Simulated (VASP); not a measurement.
Wanted: the native input for a VASP 6.6.1 run.

```yaml
Task: single point
Functional: PBE
Potentials_or_basis: VASP PAW PBE potentials, release 64 (Ru_pv)
Cutoff: 500 eV
k_mesh: 8 × 8 × 8
Occupations: gaussian, width 0.1 eV
Spin: no spin polarisation
Dipole_correction: no
Further_INCAR_settings: ALGO = Normal; EDIFF = 1e-06; NBANDS = 13
```

The structure of Ru lies in POSCAR:

```
Ru
1.0
    0.0000000000      1.9030957807      1.9030957807
    1.9030957807      0.0000000000      1.9030957807
    1.9030957807      1.9030957807      0.0000000000
Ru
1
Direct
    0.0000000000      0.0000000000      0.0000000000
```

The input as run:

INCAR

```
PREC = Accurate
ENCUT = 500
EDIFF = 1E-6
ISMEAR = 0
SIGMA = 0.1
LREAL = F
LASPH = T
NELM = 120
ALGO = Normal
ISIF = 2
LWAVE = F
LCHARG = F
GGA = PE
NBANDS = 13
GGA_COMPAT = F
```

KPOINTS

```
Automatic mesh
0
Gamma
  8 8 8
```

Potentials or basis: VASP PAW PBE potentials, release 64 (Ru_pv).

Command:

```sh
$ cat potpaw_PBE.64/Ru_pv/POTCAR > POTCAR
$ mpirun -np 1 vasp_std > vasp.out
```

Results of the run:

| Item | Value |
| --- | --- |
| Pressure | 0.1 GPa |
| Band gap on the k mesh | zero (band 7 reaches 14.70 eV, above the bottom of band 8 at 11.64 eV) |

Wall time 4.3 s on 1 thread of Intel(R) Xeon(R) Platinum 8559C (Emerald Rapids), on a shared host, peak memory 0.12 GiB.
